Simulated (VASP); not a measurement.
MoS, 4 atoms in the cell. It takes space group I4/mmm (No. 139, tetragonal). Conventional cell: a = 3.610 Å, b = 3.610 Å, c = 5.090 Å, α = 90.00°, β = 90.00°, γ = 90.00°. Mo (site symmetry 4/mmm) has 6 S at 2.54 to 2.55 Å within 3.4 Å. S (site symmetry 4/mmm) has 6 Mo at 2.54 to 2.55 Å within 3.4 Å. 

| Property | Result |
| --- | --- |
| Program | VASP 6.6.1 |
| Task | single point |
| Functional | r2SCAN |
| Potentials or basis | VASP PAW PBE potentials, release 64 (Mo_sv, S) |
| Cutoff | 520 eV |
| k mesh | 12 × 12 × 6 |
| Occupations | gaussian, width 0.05 eV |
| Spin | collinear spin |
| Starting moments | [2.2, -2.2, 0.0, 0.0] μB |
| Dipole correction | no |
| Further INCAR settings | ALGO = Normal; EDIFF = 1e-06; NBANDS = 32 |

Potentials or basis: VASP PAW PBE potentials, release 64 (Mo_sv, S).

Run with:

```bash
$ cat potpaw_PBE.64/Mo_sv/POTCAR potpaw_PBE.64/S/POTCAR > POTCAR
$ cp INCAR.step1 INCAR
$ mpirun -np 1 vasp_std > vasp.out
$ cp INCAR.step2 INCAR
$ mpirun -np 1 vasp_std > vasp.out
```

Hardware: 1 thread of Oxide Virtual Turin-like Processor, on a shared host.

Problem. How long does it take, and how much memory?

Solution. It took 53 min on 1 thread of Oxide Virtual Turin-like Processor, with other jobs on the host, peak memory 0.5 GiB. Counts: k points 100.
